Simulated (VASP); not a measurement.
NaAl3O: relaxation of cell and atoms with PBE

The system is NaAl3O.

```
Na Al O
1.0
     5.14685    0.00000    0.00000
     0.00000    5.14685    0.00000
     0.00000    0.00000    5.14685
Na Al O
1 3 1
Direct
  0.00000 0.00000 0.00000
  0.50000 0.00000 0.00000
  0.00000 0.50000 0.00000
  0.00000 0.00000 0.50000
  0.50000 0.50000 0.50000
```

The cell was built from a structure type or drawn by symmetry, and may not be a known phase.

- Program: VASP 6.6.1
- Task: relaxation of cell and atoms
- Functional: PBE
- Potentials or basis: VASP PAW PBE potentials, release 64 (Na_pv, Al, O)
- Cutoff: 600 eV
- k mesh: 8 × 8 × 8
- Occupations: gaussian, width 0.1 eV
- Spin: collinear spin, ferromagnetic start
- Starting moments: [0.0, 0.0, 0.0, 0.0, 0.58] μB
- Dipole correction: no
- Further INCAR settings: ALGO = Normal; EDIFF = 1e-06; IBRION = 2; EDIFFG = -0.01; NSW = 100; ISIF = 3

```json
{
  "Relaxed volume": "26.92 Å³/atom",
  "Relaxed cell": "a = 5.125 Å, b = 5.125 Å, c = 5.125 Å, α = 90.00°, β = 90.00°, γ = 90.00°",
  "Space group after relaxing (to 0.1 Å)": "Pm-3m (No. 221)",
  "Energy gained by relaxing": "0.1 meV/atom",
  "Ionic steps": "3",
  "Pressure after relaxing": "0.0 GPa",
  "Band gap on the k mesh": "zero (filled and empty bands overlap)",
  "Net moment": "0.01 μB per cell",
  "Valence electrons inside the program's atomic spheres": "Na 6.27; Al 0.75; O 4.67"
}
```

Step by step:
```tsv
step	energy change (eV)	largest force (eV/Å)	pressure (GPa)	volume (Å³)
1	0.0000	0.0000	-0.19	136.34
2	-0.0005	0.0000	-0.12	135.72
3	-0.0007	0.0000	0.03	134.61
```

Final structure:
```
Na Al O
1.0
     5.12495    0.00000    0.00000
     0.00000    5.12495    0.00000
     0.00000    0.00000    5.12495
Na Al O
1 3 1
Direct
  0.00000 0.00000 0.00000
  0.50000 0.00000 0.00000
  0.00000 0.50000 0.00000
  0.00000 0.00000 0.50000
  0.50000 0.50000 0.50000
```

Levels at points of the mesh, in eV from the Fermi level:
Spin up:
```tsv
k point	band 7	band 8	band 9	band 10	band 11	band 12	band 13	band 14	band 15
(0.00, 0.00, 0.00)	-2.37	-1.41	-1.41	-1.41	0.16	0.16	0.16	3.50	3.50
(0.50, 0.00, 0.00)	-2.13	-0.84	-0.84	-0.54	-0.19	-0.19	1.80	1.97	1.97
(0.50, 0.50, 0.00)	-4.32	-0.68	-0.67	-0.51	-0.51	0.45	0.59	1.67	1.67
(0.50, 0.50, 0.50)	-3.87	-2.76	-1.70	-1.70	-1.70	0.87	0.87	0.87	4.30
```
Spin down:
```tsv
k point	band 9	band 10	band 11	band 12	band 13	band 14
(0.00, 0.00, 0.00)	-1.41	-1.41	0.17	0.17	0.17	3.50
(0.50, 0.00, 0.00)	-0.83	-0.53	-0.19	-0.19	1.80	1.97
(0.50, 0.50, 0.00)	-0.66	-0.50	-0.50	0.45	0.59	1.67
(0.50, 0.50, 0.50)	-1.70	-1.70	-1.70	0.88	0.88	0.88
```

Wall time 3.4 min on 1 thread of AMD EPYC 9R45 96-Core Processor (Zen 5) (shared host), peak memory 0.37 GiB.
